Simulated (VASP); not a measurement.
TaNb3F2, 6 atoms in the cell. The structure is hexagonal, space group P6/mmm (No. 191). The conventional cell has a = 5.524 Å, b = 5.524 Å, c = 3.504 Å, α = 90.00°, β = 90.00°, γ = 120.00°. Ta (site symmetry 6/mmm) has 6 F at 3.19 Å and 12 Nb at 3.27 Å and 2 Ta at 3.50 Å within 4.2 Å. Nb (site symmetry mmm) has 4 F at 2.37 Å and 4 Nb at 2.76 Å within 3.1 Å. Within 3.1 Å of F (site symmetry -6m2) lie 6 Nb at 2.37 Å. 

- Program: VASP 6.6.1
- Task: single point
- Functional: PBE
- Potentials or basis: VASP PAW PBE potentials, release 64 (Ta_pv, Nb_sv, F)
- Cutoff: 520 eV
- k mesh: 6 × 6 × 6
- Occupations: gaussian, width 0.1 eV
- Spin: no spin polarisation
- Dipole correction: no
- Further INCAR settings: ALGO = Normal; EDIFF = 1e-07; NBANDS = 41

Potentials or basis: VASP PAW PBE potentials, release 64 (Ta_pv, Nb_sv, F).

Run with:

```bash
$ cat potpaw_PBE.64/Ta_pv/POTCAR potpaw_PBE.64/Nb_sv/POTCAR potpaw_PBE.64/F/POTCAR > POTCAR
$ mpirun -np 1 vasp_std > vasp.out
```

Hardware: 1 thread of AMD EPYC 7R43 64-Core Processor (Zen 3), with other jobs on the host.

How long does it take, and how much memory?

Run time: 3.7 min on 1 thread of AMD EPYC 7R43 64-Core Processor (Zen 3), with other jobs on the host, peak memory 0.22 GiB. Counts: scf iterations 16, k points 28.
